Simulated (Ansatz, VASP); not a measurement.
## Two plane-wave programs on GaSb

```
Ga Sb
1.0
     0.00000    3.05595    3.05595
     3.05595    0.00000    3.05595
     3.05595    3.05595    0.00000
Ga Sb
1 1
Direct
  0.00000 0.00000 0.00000
  0.25000 0.25000 0.25000
```

Alike in both runs: functional PBEsol; k mesh 12 × 12 × 12; occupations gaussian, width 0.1 eV; no spin polarisation.

Ansatz relaxed the structure, and its values are those at the end. VASP's run is a single point on that final structure, the one shown.

```csv
,VASP,Ansatz
version,VASP 6.6.1,Ansatz 0.2.0
potentials or method,"VASP PAW PBE potentials, release 64 (Ga_d, Sb), cutoff 520 eV","scalar-relativistic, plane waves, PAW"
valence electrons in the cell,18,28
```

Ansatz gave:

| Property | Result |
| --- | --- |
| gap on the k mesh at the Fermi level (eV) | none |
| pressure (GPa) | 0.0 |

Estimate VASP's values.

gap on the k mesh at the Fermi level (eV): none; pressure (GPa): 0.1.

VASP's potentials were made for PBE, not for PBEsol, and Ansatz warns of the same on its side. A gap of «none» marks a metal or a gap that the smearing closes. VASP's potentials hold 18 valence electrons a cell and Ansatz's 28, so a difference there can come from the potentials and not from the codes.

Spin-orbit coupling is off throughout.
